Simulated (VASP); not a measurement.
# CdS (NiAs type) (P6_3/mmc) in VASP: further runs

The runs below take CdS (NiAs type) through relaxation of cell and atoms, single point, with PBE.

Everything below comes from runs of VASP 6.6.1. Logs are shortened: lines on timing, memory, paths and dates and some standing lists are left out, and cuts for length are marked.

**1. The cell of the first run**

It takes space group P6_3/mmc (No. 194, hexagonal). Conventional cell: a = 3.371 Å, b = 3.371 Å, c = 5.225 Å, α = 90.00°, β = 90.00°, γ = 120.00°. Within 3.1 Å of Cd (site symmetry -3m) lie 6 S at 2.34 Å and 2 Cd at 2.61 Å. Within 3.1 Å of S (site symmetry -6m2) lie 6 Cd at 2.34 Å.

**2. Relaxation of cell and atoms, PBE, target pressure 100 GPa, at which the enthalpy is minimised**

File INCAR:

```
PREC = Accurate ; ENCUT = 600
EDIFF = 1E-6 ; ISMEAR = -1
SIGMA = 0.08 ; LREAL = F
LASPH = T ; NELM = 60
ALGO = Normal ; ISIF = 3
LWAVE = F ; LCHARG = F
GGA = PE ; IBRION = 2
NSW = 60 ; EDIFFG = -0.005
PSTRESS = 1000.0
```

File KPOINTS:

```
Automatic mesh
0
Gamma
  11 11 6
```

File POSCAR:

```
CdS
1.0
    3.3711768404      0.0000000000      0.0000000000
   -1.6855884202      2.9195247845      0.0000000000
    0.0000000000      0.0000000000      5.2253241027
Cd S
2 2
Direct
    0.0000000000      0.0000000000      0.0000000000
    0.0000000000      0.0000000000      0.5000000000
    0.3333333333      0.6666666667      0.2500000000
    0.6666666667      0.3333333333      0.7500000000
```

Potentials or basis: VASP PAW PBE potentials, release 64 (Cd, S).

The run is started by

```console
$ cat potpaw_PBE.64/Cd/POTCAR potpaw_PBE.64/S/POTCAR > POTCAR
$ mpirun -np 1 vasp_std > vasp.out
```

OUTCAR:

```text
PREC = Accurate
   ENCUT = 600
   EDIFF = 1E-6
   ISMEAR = -1
   LREAL = F
   LASPH = T
   NELM = 60
   ISIF = 3
   GGA = PE
   IBRION = 2
   NSW = 60
   EDIFFG = -0.005
   PSTRESS = 1000.0

 ion  position               nearest neighbor table
   1  0.000  0.000  0.000-   3 2.34   4 2.34   4 2.34   3 2.34   4 2.34   3 2.34   2 2.61   2 2.61

   2  0.000  0.000  0.500-   3 2.34   4 2.34   4 2.34   3 2.34   4 2.34   3 2.34   1 2.61   1 2.61

   3  0.333  0.667  0.250-   1 2.34   2 2.34   1 2.34   2 2.34   1 2.34   2 2.34
   4  0.667  0.333  0.750-   1 2.34   2 2.34   1 2.34   2 2.34   1 2.34   2 2.34

  LATTYP: Found a hexagonal cell.
 ALAT       =     3.3711768404
 C/A-ratio  =     1.5500000000

  Lattice vectors:

 A1 = (   3.3711768404,   0.0000000000,   0.0000000000)
 A2 = (  -1.6855884202,   2.9195247845,   0.0000000000)
 A3 = (   0.0000000000,   0.0000000000,   5.2253241027)

Analysis of symmetry for initial positions (statically):
=====================================================================
 Subroutine PRICEL returns:
 Original cell was already a primitive cell.

 Routine SETGRP: Setting up the symmetry group for a
 hexagonal supercell.

 Subroutine GETGRP returns: Found 24 space group operations
 (whereof 12 operations were pure point group operations)
 out of a pool of 24 trial point group operations.

The static configuration has the point symmetry D_3d.
 The point group associated with its full space group is D_6h.

Analysis of symmetry for dynamics (positions and initial velocities):
=====================================================================
 Subroutine PRICEL returns:
 Original cell was already a primitive cell.

 Routine SETGRP: Setting up the symmetry group for a
 hexagonal supercell.

 Subroutine GETGRP returns: Found 24 space group operations
 (whereof 12 operations were pure point group operations)
 out of a pool of 24 trial point group operations.

The dynamic configuration has the point symmetry D_3d.
 The point group associated with its full space group is D_6h.

 Subroutine INISYM returns: Found 24 space group operations
 (whereof 12 operations are pure point group operations),
 and found     1 'primitive' translations

----------------------------------------------------------------------------------------

                                     Primitive cell

  volume of cell :      51.4289

  direct lattice vectors                    reciprocal lattice vectors
     3.371176840  0.000000000  0.000000000     0.296632318  0.171260749  0.000000000
    -1.685588420  2.919524785  0.000000000     0.000000000  0.342521497  0.000000000
     0.000000000  0.000000000  5.225324103     0.000000000  0.000000000  0.191375689

  length of vectors
     3.371176840  3.371176840  5.225324103     0.342521497  0.342521497  0.191375689

  position of ions in fractional coordinates (direct lattice)
     0.000000000  0.000000000  0.000000000
     0.000000000  0.000000000  0.500000000
     0.333333333  0.666666667  0.250000000
     0.666666667  0.333333333  0.750000000

  ion indices of the primitive-cell ions
   primitive index   ion index
                 1           1
                 2           2
                 3           3
                 4           4

----------------------------------------------------------------------------------------

 KPOINTS: Automatic mesh

Automatic generation of k-mesh.
 Grid dimensions read from file:
 generate k-points for:   11   11    6

 Generating k-lattice:

  Cartesian coordinates                     Fractional coordinates (reciprocal lattice)
     0.026966574  0.015569159  0.000000000     0.090909091  0.000000000  0.000000000
     0.000000000  0.031138318  0.000000000     0.000000000  0.090909091  0.000000000
     0.000000000  0.000000000  0.031895948     0.000000000  0.000000000  0.166666667

  Length of vectors
     0.031138318  0.031138318  0.031895948

  Shift w.r.t. Gamma in fractional coordinates (k-lattice)
     0.000000000  0.000000000  0.000000000

 Subroutine IBZKPT returns following result:
 ===========================================

 Found     64 irreducible k-points:

 Following reciprocal coordinates:
            Coordinates               Weight
  0.000000  0.000000  0.000000      1.000000
  0.090909 -0.000000  0.000000      6.000000
  0.181818 -0.000000  0.000000      6.000000
  0.272727  0.000000  0.000000      6.000000
  0.363636 -0.000000  0.000000      6.000000
  0.454545 -0.000000  0.000000      6.000000
[... 16 lines left out ...]
  0.090909  0.090909  0.166667     12.000000
  0.181818  0.090909  0.166667     24.000000
 [... further k-points ...]
   k-points           NKPTS =     64   k-points in BZ     NKDIM =     64   number of bands    NBANDS=     22
   number of dos      NEDOS =    301   number of ions     NIONS =      4
   total plane-waves  NPLWV =  32928
   dimension x,y,z NGX =    28 NGY =   28 NGZ =   42
   dimension x,y,z NGXF=    56 NGYF=   56 NGZF=   84
   ions per type =               2   2
   NGX,Y,Z   is equivalent  to a cutoff of  13.81, 13.81, 13.36 a.u.
   NGXF,Y,Z  is equivalent  to a cutoff of  27.62, 27.62, 26.72 a.u.
 SYSTEM =  unknown system
   PREC   = accura    normal or accurate (medium, high low for compatibility)
   ISTART =      0    job   : 0-new  1-cont  2-samecut
   ICHARG =      2    charge: 1-file 2-atom 10-const
   ISPIN  =      1    spin polarized calculation?
   LNONCOLLINEAR =      F non collinear calculations
   LSORBIT =      F    spin-orbit coupling
   LASPH  =      T    aspherical Exc in radial PAW
   ENCUT  =  600.0 eV  44.10 Ry    6.64 a.u.   6.73  6.73 10.44*2*pi/ulx,y,z
   NELM   =     60;   NELMIN=  2; NELMDL= -5     # of ELM steps
   EDIFF  = 0.1E-05   stopping-criterion for ELM
   LREAL  =      F    real-space projection
   EDIFFG = -.5E-02   stopping-criterion for IOM
   NSW    =     60    number of steps for IOM
   IBRION =      2    ionic relax: 0-MD 1-quasi-New 2-CG
   NFREE  =      1    steps in history (QN), initial steepest desc. (CG)
   ISIF   =      3    stress and relaxation
   ISYM   =      2    0-nonsym 1-usesym 2-fastsym
   POTIM  = 0.5000    time-step for ionic-motion
   TEBEG  =    0.0;   TEEND  =   0.0 temperature during run
   PSTRESS= 1000.0 pullay stress
   NELECT =      36.0000    total number of electrons
   NUPDOWN=      -1.0000    fix difference up-down
   EMIN   =  10.00;   EMAX   =-10.00  energy-range for DOS
   EFERMI =   0.00;   METHOD = LEGACY
   ISMEAR =    -1;   SIGMA  =   0.08  broadening in eV -4-tet -1-fermi 0-gaus
   EFERMI_NEDOS =   21; number of points for ismear=-14 and -15
   IALGO  =     38    algorithm
   IMIX   =      4    mixing-type and parameters
     AMIX     =   0.40;   BMIX     =  1.00
     AMIX_MAG =   1.60;   BMIX_MAG =  1.00
  volume/ion in A,a.u.               =      12.86        86.76
  Fermi-wavevector in a.u.,A,eV,Ry     =   1.453584  2.746875 28.747822  2.112905
  Thomas-Fermi vector in A             =   2.570833
   LORBIT       =      0    0 simple, 1 ext, 2 COOP (PROOUT), +10 PAW based schemes
   GGA     = PE    functional components
   LHFCALC =     F    Hartree Fock is set to
   AEXX    =    0.0000 exact exchange contribution
   IVDW    =     0    specifies the selected vdW correction
   LEPSILON=     F    determine dielectric tensor
   LRPA    =     F    only Hartree local field effects (RPA)
 conjugate gradient relaxation of ions
 non-spin polarized calculation
  energy-cutoff  :      600.00
  volume of cell :       51.43
 maximum number of plane-waves:      1737
 NGX is ok and might be reduce to    28
   NGX = 13   NGY = 13   NGZ = 21

--------------------------------------- Ionic step        1  -------------------------------------------

 number of electron      36.0000002 magnetization

 Free energy of the ion-electron system (eV)
  ---------------------------------------------------
  ext. energy  EPLUGINS =         0.00000000
  ---------------------------------------------------
  free energy    TOTEN  =        -3.79262279 eV

  energy without entropy =       -3.79255332  energy(sigma->0) =       -3.79258806

------------------------ aborting loop because EDIFF is reached ----------------------------------------

  FORCE on cell =-STRESS in cart. coord.  units (eV):
  Direction    XX          YY          ZZ          XY          YZ          ZX
  --------------------------------------------------------------------------------------
  -------------------------------------------------------------------------------------
  Total       35.4827625     35.4827625     42.6898142      0.0000000      0.0000000      0.0000000
  in kB     1105.4041055   1105.4041055   1329.9273365      0.0000000      0.0000000      0.0000000
  external PRESSURE =     180.2451825 kB  Pullay stress =    1000.0000000 kB
[... 99 lines left out ...]
  FREE ENERGIE OF THE ION-ELECTRON SYSTEM (eV)
  ---------------------------------------------------
  free  energy   TOTEN  =        -5.6590841213 eV

  energy  without entropy=       -5.6590096872  energy(sigma->0) =       -5.65904690

  enthalpy is  TOTEN    =        28.1278683116 eV   P V=       33.7869524329

[... ionic steps 4 to 13 ...]

--------------------------------------- Ionic step       14  -------------------------------------------

 number of electron      35.9999988 magnetization

------------------------ aborting loop because EDIFF is reached ----------------------------------------

  FORCE on cell =-STRESS in cart. coord.  units (eV):
  Direction    XX          YY          ZZ          XY          YZ          ZX
  --------------------------------------------------------------------------------------
  -------------------------------------------------------------------------------------
  Total       32.8305575     32.8305575     32.8422866      0.0000000      0.0000000      0.0000000
  in kB     1001.1144104   1001.1144106   1001.4720699      0.0000000      0.0000000      0.0000000
  external PRESSURE =       1.2336303 kB  Pullay stress =    1000.0000000 kB
[... 65 lines left out ...]
  enthalpy is  TOTEN    =        27.7476435681 eV   P V=       32.8333111441

--------------------------------------- Ionic step       16  -------------------------------------------

 number of electron      35.9999987 magnetization

 Free energy of the ion-electron system (eV)
  ---------------------------------------------------
  ext. energy  EPLUGINS =         0.00000000
  ---------------------------------------------------
  free energy    TOTEN  =        -5.05462608 eV

  energy without entropy =       -5.05062107  energy(sigma->0) =       -5.05262357

 E-fermi :   9.1763     XC(G=0): -12.7740

 val. band max:        9.1226555824   @ k =   0.0000   0.0000   0.1667
 cond. band min:       9.2414829573   @ k =   0.0000   0.0000   0.0000
 fundamental gap:      0.1188273750
 Fermi energy:         9.1763208382

 k-point     1 :       0.0000    0.0000    0.0000
  band No.  band energies     occupation
      1      -8.5326      2.00000
      2      -6.4546      2.00000
      3      -2.5971      2.00000
      4      -1.8244      2.00000
      5      -1.7265      2.00000
      6      -1.7265      2.00000
[... 574 lines left out ...]
      6      -1.5180      2.00000
[... 14 lines left out ...]
     21      14.4020      0.00000
     22      15.6164      0.00000

 [... further k-points ...]
[... 5 lines left out ...]
  --------------------------------------------------------------------------------------
  -------------------------------------------------------------------------------------
  Total       32.8082198     32.8082198     32.7988585      0.0000000      0.0000000     -0.0000000
  in kB     1000.1838472   1000.1838476    999.8984616      0.0000000      0.0000000     -0.0000000
  external PRESSURE =       0.0887188 kB  Pullay stress =    1000.0000000 kB
[... 19 lines left out ...]
  FREE ENERGIE OF THE ION-ELECTRON SYSTEM (eV)
  ---------------------------------------------------
  free  energy   TOTEN  =        -5.0546260782 eV

  energy  without entropy=       -5.0506210696  energy(sigma->0) =       -5.05262357

  enthalpy is  TOTEN    =        27.7475631302 eV   P V=       32.8021892084

 reached required accuracy - stopping structural energy minimisation
```

Run time: 4.7 min. Hardware: 1 thread of Intel Xeon 6975P-C (Granite Rapids), shared host; peak memory 0.23 GiB.

What came out:

* Free energy: -5.0546 eV
* Relaxed volume: 13.14 Å³/atom
* Relaxed cell: a = 3.171 Å, b = 3.171 Å, c = 6.034 Å, α = 90.00°, β = 90.00°, γ = 120.00°
* Space group after relaxing (to 0.05 Å): P6_3/mmc (No. 194)
* Energy change on relaxing (the enthalpy is what falls): -315.5 meV/atom
* Ionic steps: 16
* Pressure after relaxing: 100.0 GPa
* Band gap on the k mesh: zero (band 18 reaches 9.24 eV, above the bottom of band 19 at 9.01 eV)

The path:
```csv
step,energy change (eV),largest force (eV/Å),pressure (GPa),volume (Å³)
1,0.0000,0.0000,118.02,51.43
2,-5.5642,0.0000,43.25,62.83
3,-1.8665,0.0000,93.43,54.13
4,-1.7350,0.0000,95.22,53.92
5,-1.5877,0.0000,98.06,53.30
6,-0.7196,0.0000,106.42,51.72
7,-0.9468,0.0000,104.50,52.06
8,-2.5021,0.0000,80.87,54.82
9,-1.2567,0.0000,99.93,52.55
10,-1.2408,0.0000,100.12,52.52
11,-1.2351,0.0000,100.26,52.51
12,-1.2563,0.0000,100.06,52.55
13,-1.2549,0.0000,100.12,52.54
14,-1.2538,0.0000,100.12,52.54
15,-1.2930,0.0000,99.53,52.60
16,-1.2620,0.0000,100.01,52.55
```

Final structure:
```
Cd S
1.0
     3.17120    0.00000    0.00000
    -1.58560    2.74634    0.00000
     0.00000    0.00000    6.03442
Cd S
2 2
Direct
  0.00000 0.00000 0.00000
  0.00000 0.00000 0.50000
  0.33333 0.66667 0.25000
  0.66667 0.33333 0.75000
```

Caveat: the cell is relaxed towards a set pressure, so the enthalpy falls and the energy may rise.

[end of part 1 of 2]
